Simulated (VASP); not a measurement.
# Ga (Pm-3m) in VASP: a series of runs

Runs on Ga. Level: PBEsol. Tasks: single point, relaxation of cell and atoms.

All numbers are computed with VASP 6.6.1; they aren't measurements. Logs are shortened: lines on timing, memory, paths and dates and some standing lists are left out, and cuts for length are marked.

## (1) The cell of the first run

It takes space group Pm-3m (No. 221, cubic). The conventional cell has a = 2.761 Å, b = 2.761 Å, c = 2.761 Å, α = 90.00°, β = 90.00°, γ = 90.00°. Within 3.6 Å of Ga (site symmetry m-3m) lie 6 Ga at 2.76 Å.

## (2) Single point, PBEsol (volume scaled by 1.12)

Input file INCAR:

```
SYSTEM = Ga
PREC = Accurate
ENCUT = 520
EDIFF = 1E-7
ISMEAR = -1
SIGMA = 0.1
LREAL = .False.
LASPH = .True.
NELM = 100
ALGO = Normal
ISIF = 2
LWAVE = .False.
LCHARG = .False.
GGA = PS
NBANDS = 12
```

Input file KPOINTS:

```
regular mesh
0
Gamma
  13 13 13
  0 0 0
```

Input file POSCAR:

```
Ga
1.0
    2.7606464638      0.0000000000      0.0000000000
    0.0000000000      2.7606464638      0.0000000000
    0.0000000000      0.0000000000      2.7606464638
Ga
1
Direct
    0.0000000000      0.0000000000      0.0000000000
```

Potentials or basis: VASP PAW PBE potentials, release 64 (Ga_d).

Started as:

```bash
$ cat potpaw_PBE.64/Ga_d/POTCAR > POTCAR
$ mpirun -np 1 vasp_std > vasp.out
```

OUTCAR:

```text
SYSTEM = Ga
   PREC = Accurate
   ENCUT = 520
   EDIFF = 1E-7
   ISMEAR = -1
   LREAL = .False.
   LASPH = .True.
   NELM = 100
   ISIF = 2
   GGA = PS

 ion  position               nearest neighbor table
   1  0.000  0.000  0.000-

  LATTYP: Found a simple cubic cell.
 ALAT       =     2.7606464638

  Lattice vectors:

 A1 = (   2.7606464638,   0.0000000000,   0.0000000000)
 A2 = (   0.0000000000,   2.7606464638,   0.0000000000)
 A3 = (   0.0000000000,   0.0000000000,   2.7606464638)

Analysis of symmetry for initial positions (statically):
=====================================================================
 Subroutine PRICEL returns:
 Original cell was already a primitive cell.

 Routine SETGRP: Setting up the symmetry group for a
 simple cubic supercell.

 Subroutine GETGRP returns: Found 48 space group operations
 (whereof 48 operations were pure point group operations)
 out of a pool of 48 trial point group operations.

The static configuration has the point symmetry O_h .

Analysis of symmetry for dynamics (positions and initial velocities):
=====================================================================
 Subroutine PRICEL returns:
 Original cell was already a primitive cell.

 Routine SETGRP: Setting up the symmetry group for a
 simple cubic supercell.

 Subroutine GETGRP returns: Found 48 space group operations
 (whereof 48 operations were pure point group operations)
 out of a pool of 48 trial point group operations.

The dynamic configuration has the point symmetry O_h .

 Subroutine INISYM returns: Found 48 space group operations
 (whereof 48 operations are pure point group operations),
 and found     1 'primitive' translations

----------------------------------------------------------------------------------------

                                     Primitive cell

  volume of cell :      21.0394

  direct lattice vectors                    reciprocal lattice vectors
     2.760646464  0.000000000  0.000000000     0.362233996  0.000000000  0.000000000
     0.000000000  2.760646464  0.000000000     0.000000000  0.362233996  0.000000000
     0.000000000  0.000000000  2.760646464     0.000000000  0.000000000  0.362233996

  length of vectors
     2.760646464  2.760646464  2.760646464     0.362233996  0.362233996  0.362233996

  position of ions in fractional coordinates (direct lattice)
     0.000000000  0.000000000  0.000000000

  ion indices of the primitive-cell ions
   primitive index   ion index
                 1           1

----------------------------------------------------------------------------------------

 KPOINTS: regular mesh

Automatic generation of k-mesh.
 Grid dimensions read from file:
 generate k-points for:   13   13   13

 Generating k-lattice:

  Cartesian coordinates                     Fractional coordinates (reciprocal lattice)
     0.027864154  0.000000000  0.000000000     0.076923077  0.000000000  0.000000000
     0.000000000  0.027864154  0.000000000     0.000000000  0.076923077  0.000000000
     0.000000000  0.000000000  0.027864154     0.000000000  0.000000000  0.076923077

  Length of vectors
     0.027864154  0.027864154  0.027864154

  Shift w.r.t. Gamma in fractional coordinates (k-lattice)
     0.000000000  0.000000000  0.000000000

 Subroutine IBZKPT returns following result:
 ===========================================

 Found     84 irreducible k-points:

 Following reciprocal coordinates:
            Coordinates               Weight
  0.000000  0.000000  0.000000      1.000000
  0.076923  0.000000  0.000000      6.000000
  0.153846  0.000000  0.000000      6.000000
  0.230769  0.000000  0.000000      6.000000
  0.307692  0.000000  0.000000      6.000000
  0.384615  0.000000  0.000000      6.000000
[... 16 lines left out ...]
  0.307692  0.307692  0.000000     12.000000
  0.384615  0.307692  0.000000     24.000000
 [... further k-points ...]
   k-points           NKPTS =     84   k-points in BZ     NKDIM =     84   number of bands    NBANDS=     12
   number of dos      NEDOS =    301   number of ions     NIONS =      1
   total plane-waves  NPLWV =  13824
   dimension x,y,z NGX =    24 NGY =   24 NGZ =   24
   dimension x,y,z NGXF=    48 NGYF=   48 NGZF=   48
   ions per type =               1
   NGX,Y,Z   is equivalent  to a cutoff of  14.45, 14.45, 14.45 a.u.
   NGXF,Y,Z  is equivalent  to a cutoff of  28.91, 28.91, 28.91 a.u.
 SYSTEM =  Ga
   PREC   = accura    normal or accurate (medium, high low for compatibility)
   ISTART =      0    job   : 0-new  1-cont  2-samecut
   ICHARG =      2    charge: 1-file 2-atom 10-const
   ISPIN  =      1    spin polarized calculation?
   LNONCOLLINEAR =      F non collinear calculations
   LSORBIT =      F    spin-orbit coupling
   LASPH  =      T    aspherical Exc in radial PAW
   ENCUT  =  520.0 eV  38.22 Ry    6.18 a.u.   5.13  5.13  5.13*2*pi/ulx,y,z
   NELM   =    100;   NELMIN=  2; NELMDL= -5     # of ELM steps
   EDIFF  = 0.1E-06   stopping-criterion for ELM
   LREAL  =      F    real-space projection
   EDIFFG = 0.1E-05   stopping-criterion for IOM
   NSW    =      0    number of steps for IOM
   IBRION =     -1    ionic relax: 0-MD 1-quasi-New 2-CG
   NFREE  =      0    steps in history (QN), initial steepest desc. (CG)
   ISIF   =      2    stress and relaxation
   ISYM   =      2    0-nonsym 1-usesym 2-fastsym
   POTIM  = 0.5000    time-step for ionic-motion
   TEBEG  =    0.0;   TEEND  =   0.0 temperature during run
   PSTRESS=    0.0 pullay stress
   NELECT =      13.0000    total number of electrons
   NUPDOWN=      -1.0000    fix difference up-down
   EMIN   =  10.00;   EMAX   =-10.00  energy-range for DOS
   EFERMI =   0.00;   METHOD = LEGACY
   ISMEAR =    -1;   SIGMA  =   0.10  broadening in eV -4-tet -1-fermi 0-gaus
   EFERMI_NEDOS =   21; number of points for ismear=-14 and -15
   IALGO  =     38    algorithm
   IMIX   =      4    mixing-type and parameters
     AMIX     =   0.40;   BMIX     =  1.00
     AMIX_MAG =   1.60;   BMIX_MAG =  1.00
  volume/ion in A,a.u.               =      21.04       141.98
  Fermi-wavevector in a.u.,A,eV,Ry     =   1.394371  2.634980 26.453424  1.944272
  Thomas-Fermi vector in A             =   2.517927
   LORBIT       =      0    0 simple, 1 ext, 2 COOP (PROOUT), +10 PAW based schemes
   GGA     = PS    functional components
   LHFCALC =     F    Hartree Fock is set to
   AEXX    =    0.0000 exact exchange contribution
   IVDW    =     0    specifies the selected vdW correction
   LEPSILON=     F    determine dielectric tensor
   LRPA    =     F    only Hartree local field effects (RPA)
 non-spin polarized calculation
  energy-cutoff  :      520.00
  volume of cell :       21.04
 maximum number of plane-waves:       587
 NGX is ok and might be reduce to    24
   NGX = 11   NGY = 11   NGZ = 11

 number of electron      12.9999999 magnetization

 Free energy of the ion-electron system (eV)
  ---------------------------------------------------
  ext. energy  EPLUGINS =         0.00000000
  ---------------------------------------------------
  free energy    TOTEN  =        -3.23253069 eV

  energy without entropy =       -3.21229016  energy(sigma->0) =       -3.22241042

 E-fermi :   4.2202     XC(G=0): -10.5458

 val. band max:        4.2050545795   @ k =   0.4615   0.4615   0.0769
 cond. band min:       4.2254887858   @ k =   0.3846   0.3846   0.0000
 fundamental gap:      0.0204342063
 Fermi energy:         4.2201813380

 k-point     1 :       0.0000    0.0000    0.0000
  band No.  band energies     occupation
      1     -10.7831      2.00000
      2     -10.7831      2.00000
      3     -10.3213      2.00000
      4     -10.3213      2.00000
      5     -10.3213      2.00000
      6      -6.0396      2.00000
      7      12.8284      0.00000
      8      12.8284      0.00000
      9      12.8284      0.00000
     10      15.7960      0.00000
     11      15.7960      0.00000
     12      17.9357      0.00000

 k-point     2 :       0.0769    0.0000    0.0000
  band No.  band energies     occupation
      1     -10.7811      2.00000
      2     -10.7649      2.00000
      3     -10.3286      2.00000
      4     -10.3286      2.00000
      5     -10.3207      2.00000
      6      -5.9241      2.00000
      7      11.1703      0.00000
      8      12.9472      0.00000
      9      12.9472      0.00000
     10      15.8955      0.00000
     11      16.8751      0.00000
     12      18.7994      0.00000

 k-point     3 :       0.1538    0.0000    0.0000
  band No.  band energies     occupation
      1     -10.7756      2.00000
      2     -10.7153      2.00000
      3     -10.3488      2.00000
      4     -10.3488      2.00000
      5     -10.3190      2.00000
      6      -5.5761      2.00000
      7       8.6837      0.00000
      8      13.2976      0.00000
      9      13.2976      0.00000
     10      16.1940      0.00000
     11      17.5052      0.00000
     12      21.4878      0.00000
[... 286 lines left out ...]
 k-point    23 :       0.3077    0.3077    0.0000
  band No.  band energies     occupation
      1     -10.6603      2.00000
      2     -10.5373      2.00000
      3     -10.4093      2.00000
      4     -10.3983      2.00000
      5     -10.3942      2.00000
      6      -2.3578      2.00000
      7       5.2926      0.00004
      8       6.4171      0.00000
      9      14.3654      0.00000
     10      16.3555      0.00000
     11      19.8764      0.00000
     12      25.6988      0.00000

 k-point    24 :       0.3846    0.3077    0.0000
  band No.  band energies     occupation
      1     -10.6463      2.00000
      2     -10.5737      2.00000
      3     -10.4200      2.00000
      4     -10.3931      2.00000
      5     -10.3477      2.00000
      6      -1.3687      2.00000
      7       3.7939      1.97223
      8       6.8402      0.00000
      9      12.6372      0.00000
     10      17.1506      0.00000
     11      20.7668      0.00000
     12      24.3704      0.00000

 [... further k-points ...]

------------------------ aborting loop because EDIFF is reached ----------------------------------------

  FORCE on cell =-STRESS in cart. coord.  units (eV):
  Direction    XX          YY          ZZ          XY          YZ          ZX
  --------------------------------------------------------------------------------------
  -------------------------------------------------------------------------------------
  Total       -0.6303890     -0.6303890     -0.6303890      0.0000000      0.0000000      0.0000000
  in kB      -48.0050365    -48.0050365    -48.0050365      0.0000000      0.0000000      0.0000000
  external PRESSURE =     -48.0050365 kB  Pullay stress =       0.0000000 kB

 VOLUME and BASIS-vectors are now :
 -----------------------------------------------------------------------------
  energy-cutoff  :      520.00
  volume of cell :       21.04
      direct lattice vectors                 reciprocal lattice vectors
     2.760646464  0.000000000  0.000000000     0.362233996  0.000000000  0.000000000
     0.000000000  2.760646464  0.000000000     0.000000000  0.362233996  0.000000000
     0.000000000  0.000000000  2.760646464     0.000000000  0.000000000  0.362233996

 POSITION                                       TOTAL-FORCE (eV/Angst)
 -----------------------------------------------------------------------------------
      0.00000      0.00000      0.00000         0.000000      0.000000      0.000000
 -----------------------------------------------------------------------------------
    total drift:                                0.000000     -0.000000      0.000000

  FREE ENERGIE OF THE ION-ELECTRON SYSTEM (eV)
  ---------------------------------------------------
  free  energy   TOTEN  =        -3.2325306881 eV

  energy  without entropy=       -3.2122901573  energy(sigma->0) =       -3.22241042
```

Wall time 7.7 s (1 thread of Intel Xeon 6975P-C (Granite Rapids), shared host); peak memory 0.14 GiB.

Results:

```
Free energy : -3.2325 eV
Pressure    : -4.8 GPa
```

Caveat: the cell differs from its parent crystal (volume scaled by 1.12); the PAW data sets were made with another functional, which shifts forces and pressure a little.

## (3) Relaxation of cell and atoms, PBEsol

This run uses another cell than the first one, of 21.16 Å³/atom, 1.006 times its volume.

Input file INCAR:

```
PREC = Accurate ; ENCUT = 600
EDIFF = 1E-7 ; ISMEAR = -1
SIGMA = 0.1 ; LREAL = F
LASPH = T ; NELM = 80
ALGO = Normal ; ISIF = 3
LWAVE = F ; LCHARG = F
GGA = PS ; IBRION = 2
NSW = 80 ; EDIFFG = -0.01
```

Input file KPOINTS:

```
Automatic mesh
0
Gamma
  11 11 11
```

Input file POSCAR:

```
Ga
1.0
    2.7660252371      0.0000000000      0.0000000000
    0.0000000000      2.7660252371      0.0000000000
    0.0000000000      0.0000000000      2.7660252371
Ga
1
Direct
    0.0000000000      0.0000000000      0.0000000000
```

Potentials or basis: VASP PAW PBE potentials, release 64 (Ga_d).

Started as:

```bash
$ cat potpaw_PBE.64/Ga_d/POTCAR > POTCAR
$ mpirun -np 1 vasp_std > vasp.out
```

It took 18 s on 1 thread of Intel Xeon 6975P-C (Granite Rapids), shared host; peak memory 0.15 GiB.

Results (log left out):

```
Free energy                            : -3.2755 eV
Relaxed volume                         : 18.83 Å³/atom
Relaxed cell                           : a = 2.660 Å, b = 2.660 Å, c = 2.660 Å, α = 90.00°, β = 90.00°, γ = 90.00°
Space group after relaxing (to 0.05 Å) : Pm-3m (No. 221)
Energy gained by relaxing              : 39.5 meV/atom
Ionic steps                            : 6
Pressure after relaxing                : 0.0 GPa
```

Step by step:
```tsv
step	energy change (eV)	largest force (eV/Å)	pressure (GPa)	volume (Å³)
1	0.0000	0.0000	-4.77	21.16
2	-0.0374	0.0000	-1.22	19.29
3	-0.0394	0.0000	-0.23	18.88
4	-0.0395	0.0000	0.12	18.78
5	-0.0395	0.0000	-0.14	18.83
6	-0.0395	0.0000	-0.02	18.83
```

Final structure:
```xyz
1
Lattice="2.6603 0.0000 0.0000 0.0000 2.6603 0.0000 0.0000 0.0000 2.6603" Properties=species:S:1:pos:R:3 pbc="T T T"
Ga    0.0000    2.6603    0.0000
```

Levels at points of the mesh, in eV from the Fermi level:
```csv
k point,band 2,band 3,band 4,band 5,band 6,band 7,band 8,band 9,band 10
"(0.00, 0.00, 0.00)",-15.17,-14.56,-14.56,-14.56,-11.03,9.35,9.35,9.35,12.29
```

Caveat: the PAW data sets were made with another functional, which shifts forces and pressure a little.

[end of part 1 of 2]
